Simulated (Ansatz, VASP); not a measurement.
## AlIn2N3 in VASP and in Ansatz

```xyz
6
Lattice="3.0603 0.0000 0.0000 0.0000 3.0603 0.0000 0.0000 0.0000 9.2254" Properties=species:S:1:pos:R:3 pbc="T T T"
Al    1.5301    1.5301    4.6127
In    1.5301    1.5301    7.6771
In    1.5301    1.5301    1.5483
N     0.0000    0.0000    0.0000
N     0.0000    0.0000    6.9160
N     0.0000    0.0000    2.3093
```

Change from the starting cell: species swapped into the MgSc3Ru2 type (P4/mmm, No. 123).

Alike in both runs: functional PBE; k mesh 6 × 6 × 2; occupations gaussian, width 0.1 eV; collinear spin.

Ansatz relaxed the structure, and its values are those at the end. VASP's run is a single point on that final structure, the one shown.

|  | VASP | Ansatz |
| --- | --- | --- |
| version | VASP 6.6.1 | Ansatz 0.2.0 |
| potentials or method | VASP PAW PBE potentials, release 64 (Al, In_d, N), cutoff 520 eV | scalar-relativistic, plane waves, PAW |
| valence electrons in the cell | 44 | 44 |

```tsv
	VASP	Ansatz	Ansatz less VASP
gap on the k mesh at the Fermi level (eV)	none	none	-
pressure (GPa)	0.2	0.1	-0.09
rms of the force components (eV/Å)	0.004	0.001	-0.0030
net moment per atom (μB)	0.05	0.05	0.000
size of the moment on the site where the two differ most (μB)	0.17	0.21	+0.040
```

Site moments also hang on the region over which each program counts them. A gap of «none» marks a metal or a gap that the smearing closes. With one functional, cell and mesh, what is left measures potentials, basis and numerics. Ansatz's warnings: seeded moment not kept.
